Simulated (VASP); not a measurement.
# AlN (Imm2) in VASP: further runs, part 2 of 2

VASP 6.6.1. The steps go on from the part before.

### 3 Single point, LDA

File INCAR:

```
SYSTEM = AlN
ALGO = Normal
EDIFF = 1E-7
ENCUT = 520
ISIF = 2
ISMEAR = -4
LASPH = .True.
LCHARG = .False.
LREAL = .False.
LWAVE = .False.
NBANDS = 11
NELM = 100
PREC = Accurate
SIGMA = 0.05
```

File KPOINTS:

```
k-points
0
Gamma
  10 10 10
  0 0 0
```

File POSCAR:

```
AlN
1.0
    0.0000000000      2.1839935596      2.1839935596
    2.1839935596      0.0000000000      2.1839935596
    2.1839935596      2.1839935596      0.0000000000
Al N
1 1
Direct
    0.0178274132      0.0178274132     -0.0178274132
    0.7156592394      0.7156592394      0.7843407606
```

Potentials or basis: VASP PAW LDA potentials, release 64 (Al, N).

Started as:

```
cat potpaw_LDA.64/Al/POTCAR potpaw_LDA.64/N/POTCAR > POTCAR
mpirun -np 1 vasp_std > vasp.out
```

OUTCAR:

```text
SYSTEM = AlN
   EDIFF = 1E-7
   ENCUT = 520
   ISIF = 2
   ISMEAR = -4
   LASPH = .True.
   LREAL = .False.
   NELM = 100
   PREC = Accurate

 ion  position               nearest neighbor table
   1  0.018  0.018  0.982-   2 1.77   2 1.77   2 2.03   2 2.03
   2  0.716  0.716  0.784-   1 1.77   1 1.77   1 2.03   1 2.03

  LATTYP: Found a face centered cubic cell.
 ALAT       =     4.3679871192

  Lattice vectors:

 A1 = (   0.0000000000,   2.1839935596,   2.1839935596)
 A2 = (   2.1839935596,   0.0000000000,   2.1839935596)
 A3 = (   2.1839935596,   2.1839935596,   0.0000000000)

Analysis of symmetry for initial positions (statically):
=====================================================================
 Subroutine PRICEL returns:
 Original cell was already a primitive cell.

 Routine SETGRP: Setting up the symmetry group for a
 face centered cubic supercell.

 Subroutine GETGRP returns: Found  4 space group operations
 (whereof  4 operations were pure point group operations)
 out of a pool of 48 trial point group operations.

The static configuration has the point symmetry C_2v.

Analysis of symmetry for dynamics (positions and initial velocities):
=====================================================================
 Subroutine PRICEL returns:
 Original cell was already a primitive cell.

 Routine SETGRP: Setting up the symmetry group for a
 face centered cubic supercell.

 Subroutine GETGRP returns: Found  4 space group operations
 (whereof  4 operations were pure point group operations)
 out of a pool of 48 trial point group operations.

The dynamic configuration has the point symmetry C_2v.

 Subroutine INISYM returns: Found  4 space group operations
 (whereof  4 operations are pure point group operations),
 and found     1 'primitive' translations

----------------------------------------------------------------------------------------

                                     Primitive cell

  volume of cell :      20.8345

  direct lattice vectors                    reciprocal lattice vectors
     0.000000000  2.183993560  2.183993560    -0.228938404  0.228938404  0.228938404
     2.183993560  0.000000000  2.183993560     0.228938404 -0.228938404  0.228938404
     2.183993560  2.183993560  0.000000000     0.228938404  0.228938404 -0.228938404

  length of vectors
     3.088633312  3.088633312  3.088633312     0.396532948  0.396532948  0.396532948

  position of ions in fractional coordinates (direct lattice)
     0.017827413  0.017827413  0.982172587
     0.715659239  0.715659239  0.784340761

  ion indices of the primitive-cell ions
   primitive index   ion index
                 1           1
                 2           2

----------------------------------------------------------------------------------------

 KPOINTS: k-points

Automatic generation of k-mesh.
 Grid dimensions read from file:
 generate k-points for:   10   10   10

 Generating k-lattice:

  Cartesian coordinates                     Fractional coordinates (reciprocal lattice)
    -0.022893840  0.022893840  0.022893840     0.100000000  0.000000000  0.000000000
     0.022893840 -0.022893840  0.022893840     0.000000000  0.100000000  0.000000000
     0.022893840  0.022893840 -0.022893840     0.000000000  0.000000000  0.100000000

  Length of vectors
     0.039653295  0.039653295  0.039653295

  Shift w.r.t. Gamma in fractional coordinates (k-lattice)
     0.000000000  0.000000000  0.000000000

 TETIRR: Found    798 inequivalent tetrahedra from     6000

 Subroutine IBZKPT returns following result:
 ===========================================

 Found    171 irreducible k-points:

 Following reciprocal coordinates:
            Coordinates               Weight
  0.000000  0.000000  0.000000      1.000000
  0.100000  0.000000  0.000000      4.000000
  0.000000  0.000000  0.100000      4.000000
  0.200000  0.000000  0.000000      4.000000
  0.000000  0.000000  0.200000      4.000000
  0.300000  0.000000  0.000000      4.000000
[... 16 lines left out ...]
  0.000000  0.400000  0.100000      8.000000
  0.100000  0.000000  0.400000      8.000000
 [... further k-points ...]
   k-points           NKPTS =    171   k-points in BZ     NKDIM =    171   number of bands    NBANDS=     11
   number of dos      NEDOS =    301   number of ions     NIONS =      2
   total plane-waves  NPLWV =  13824
   dimension x,y,z NGX =    24 NGY =   24 NGZ =   24
   dimension x,y,z NGXF=    48 NGYF=   48 NGZF=   48
   ions per type =               1   1
   NGX,Y,Z   is equivalent  to a cutoff of  12.92, 12.92, 12.92 a.u.
   NGXF,Y,Z  is equivalent  to a cutoff of  25.84, 25.84, 25.84 a.u.
 SYSTEM =  AlN
   PREC   = accura    normal or accurate (medium, high low for compatibility)
   ISTART =      0    job   : 0-new  1-cont  2-samecut
   ICHARG =      2    charge: 1-file 2-atom 10-const
   ISPIN  =      1    spin polarized calculation?
   LNONCOLLINEAR =      F non collinear calculations
   LSORBIT =      F    spin-orbit coupling
   LASPH  =      T    aspherical Exc in radial PAW
   ENCUT  =  520.0 eV  38.22 Ry    6.18 a.u.   5.74  5.74  5.74*2*pi/ulx,y,z
   NELM   =    100;   NELMIN=  2; NELMDL= -5     # of ELM steps
   EDIFF  = 0.1E-06   stopping-criterion for ELM
   LREAL  =      F    real-space projection
   EDIFFG = 0.1E-05   stopping-criterion for IOM
   NSW    =      0    number of steps for IOM
   IBRION =     -1    ionic relax: 0-MD 1-quasi-New 2-CG
   NFREE  =      0    steps in history (QN), initial steepest desc. (CG)
   ISIF   =      2    stress and relaxation
   ISYM   =      2    0-nonsym 1-usesym 2-fastsym
   POTIM  = 0.5000    time-step for ionic-motion
   TEBEG  =    0.0;   TEEND  =   0.0 temperature during run
   PSTRESS=    0.0 pullay stress
   NELECT =       8.0000    total number of electrons
   NUPDOWN=      -1.0000    fix difference up-down
   EMIN   =  10.00;   EMAX   =-10.00  energy-range for DOS
   EFERMI =   0.00;   METHOD = LEGACY
   ISMEAR =    -4;   SIGMA  =   0.05  broadening in eV -4-tet -1-fermi 0-gaus
   EFERMI_NEDOS =   21; number of points for ismear=-14 and -15
   IALGO  =     38    algorithm
   IMIX   =      4    mixing-type and parameters
     AMIX     =   0.40;   BMIX     =  1.00
     AMIX_MAG =   1.60;   BMIX_MAG =  1.00
  volume/ion in A,a.u.               =      10.42        70.30
  Fermi-wavevector in a.u.,A,eV,Ry     =   1.189899  2.248583 19.263943  1.415860
  Thomas-Fermi vector in A             =   2.325996
   LORBIT       =      0    0 simple, 1 ext, 2 COOP (PROOUT), +10 PAW based schemes
   GGA     = CA    functional components
   LHFCALC =     F    Hartree Fock is set to
   AEXX    =    0.0000 exact exchange contribution
   IVDW    =     0    specifies the selected vdW correction
   LEPSILON=     F    determine dielectric tensor
   LRPA    =     F    only Hartree local field effects (RPA)
 non-spin polarized calculation
 Fermi weights with tetrahedron method witout Bloechl corrections
  energy-cutoff  :      520.00
  volume of cell :       20.83
 maximum number of plane-waves:       571
   NGX = 11   NGY = 11   NGZ = 11

 number of electron       7.9999999 magnetization

 Free energy of the ion-electron system (eV)
  ---------------------------------------------------
  ext. energy  EPLUGINS =         0.00000000
  ---------------------------------------------------
  free energy    TOTEN  =       -16.00662198 eV

  energy without entropy =      -16.00662198  energy(sigma->0) =      -16.00662198

 E-fermi :   6.3160     XC(G=0): -11.2594

 val. band max:        6.2251440382   @ k =   0.0000   0.0000   0.0000
 cond. band min:       8.8811684675   @ k =   0.0000   0.5000   0.5000
 fundamental gap:      2.6560244293
 Fermi energy:         6.3159747673

 k-point     1 :       0.0000    0.0000    0.0000
  band No.  band energies     occupation
      1      -9.1322      2.00000
      2       5.0700      2.00000
      3       5.7401      2.00000
      4       6.2251      2.00000
      5       9.8167      0.00000
      6      17.9792      0.00000
      7      18.1040      0.00000
      8      18.1146      0.00000
      9      22.9720      0.00000
     10      23.1670      0.00000
     11      23.7210      0.00000
[... 309 lines left out ...]
 k-point    24 :       0.1000    0.0000    0.4000
  band No.  band energies     occupation
      1      -7.4282      2.00000
      2       0.9815      2.00000
      3       4.4288      2.00000
      4       5.2184      2.00000
      5      12.9562      0.00000
      6      15.0061      0.00000
      7      16.9717      0.00000
      8      17.6675      0.00000
      9      22.2764      0.00000
     10      23.7687      0.00000
     11      25.6346      0.00000

 [... further k-points ...]
[... 5 lines left out ...]
  --------------------------------------------------------------------------------------
  -------------------------------------------------------------------------------------
  Total        0.8623022      0.8623022     -0.4284016     -2.1426678      0.0000000      0.0000000
  in kB       66.3110679     66.3110679    -32.9441000   -164.7712245      0.0000000      0.0000000
  external PRESSURE =      33.2260120 kB  Pullay stress =       0.0000000 kB

 VOLUME and BASIS-vectors are now :
 -----------------------------------------------------------------------------
  energy-cutoff  :      520.00
  volume of cell :       20.83
      direct lattice vectors                 reciprocal lattice vectors
     0.000000000  2.183993560  2.183993560    -0.228938404  0.228938404  0.228938404
     2.183993560  0.000000000  2.183993560     0.228938404 -0.228938404  0.228938404
     2.183993560  2.183993560  0.000000000     0.228938404  0.228938404 -0.228938404

 POSITION                                       TOTAL-FORCE (eV/Angst)
 -----------------------------------------------------------------------------------
      2.18399      2.18399      0.07787         0.000000      0.000000     -3.130620
      3.27599      3.27599      3.12599         0.000000      0.000000      3.130620
 -----------------------------------------------------------------------------------
    total drift:                                0.000000      0.000000     -0.000083

  FREE ENERGIE OF THE ION-ELECTRON SYSTEM (eV)
  ---------------------------------------------------
  free  energy   TOTEN  =       -16.0066219758 eV

  energy  without entropy=      -16.0066219758  energy(sigma->0) =      -16.00662198
```

OSZICAR:

```text
N       E                     dE             d eps       ncg     rms          rms(c)
DAV:   1     0.884256159349E+01    0.88426E+01   -0.39125E+03  3938   0.605E+02
DAV:   2    -0.179330032433E+02   -0.26776E+02   -0.26018E+02  4490   0.126E+02
DAV:   3    -0.187053391276E+02   -0.77234E+00   -0.77125E+00  4592   0.198E+01
DAV:   4    -0.187086017461E+02   -0.32626E-02   -0.32625E-02  4233   0.158E+00
DAV:   5    -0.187086306503E+02   -0.28904E-04   -0.28904E-04  4533   0.140E-01    0.897E+00
DAV:   6    -0.160867207246E+02    0.26219E+01   -0.13660E+01  4173   0.180E+01    0.305E+00
DAV:   7    -0.160382725215E+02    0.48448E-01   -0.11097E-01  4425   0.255E+00    0.201E+00
DAV:   8    -0.160072393862E+02    0.31033E-01   -0.38292E-02  4230   0.169E+00    0.394E-01
DAV:   9    -0.160066235838E+02    0.61580E-03   -0.26109E-03  4443   0.325E-01    0.181E-01
DAV:  10    -0.160066227108E+02    0.87303E-06   -0.18547E-04  4215   0.979E-02    0.111E-02
DAV:  11    -0.160066219602E+02    0.75062E-06   -0.15657E-05  4404   0.284E-02    0.151E-02
DAV:  12    -0.160066219871E+02   -0.26987E-07   -0.12490E-06  4332   0.822E-03    0.294E-03
DAV:  13    -0.160066219758E+02    0.11329E-07   -0.28516E-08  2343   0.119E-03
   1 F= -.16006622E+02 E0= -.16006622E+02  d E =0.000000E+00
```

stdout:

```text
POSCAR found type information on POSCAR AlN
 POSCAR found :  2 types and       2 ions
 scaLAPACK will be used
 LDA part: xc-table for (Slater(with rela. corr.)+CA(PZ))
 , standard interpolation
 POSCAR, INCAR and KPOINTS ok, starting setup
 FFT: planning ... GRIDC
 FFT: planning ... GRID_SOFT
 FFT: planning ... GRID
 WAVECAR not read
 entering main loop
```

Wall time 23 s (1 thread of Intel Xeon Platinum 8259CL at 2.50GHz (Skylake/Cascade Lake), shared host); peak memory 0.15 GiB.

Results:

* Free energy: -16.0066 eV
* Pressure: 3.3 GPa
* Largest force: 3.131 eV/Å
* Band gap on the k mesh: 2.66 eV, indirect (least direct gap 3.59 eV)

Forces in eV/Å, atoms in the order of the input:
```
Al   0.000  0.000 -3.131
N    0.000  0.000  3.131
```

Stress tensor (GPa, compression positive):
```
  6.63 -16.48   0.00
-16.48   6.63   0.00
  0.00   0.00  -3.29
```

Levels at points of the mesh, in eV from the valence-band top:
| k point | band 2 | band 3 | band 4 | band 5 | band 6 | band 7 |
| --- | --- | --- | --- | --- | --- | --- |
| (0.00, 0.00, 0.00) | -1.16 | -0.49 | 0.00 | 3.59 | 11.75 | 11.88 |
| (0.50, 0.00, 0.00) | -6.60 | -1.11 | -0.55 | 6.48 | 8.94 | 10.23 |
| (0.00, 0.00, 0.50) | -6.25 | -1.59 | -0.79 | 6.70 | 9.22 | 10.27 |
| (0.50, 0.50, 0.00) | -5.46 | -2.78 | -1.96 | 2.75 | 7.93 | 12.93 |
| (0.00, 0.50, 0.50) | -5.52 | -2.28 | -2.22 | 2.66 | 7.58 | 12.90 |

Caveat: forces of over 1 eV/Å act on the atoms, so gaps and moduli don't describe the material at rest. A k mesh can miss the band edges.
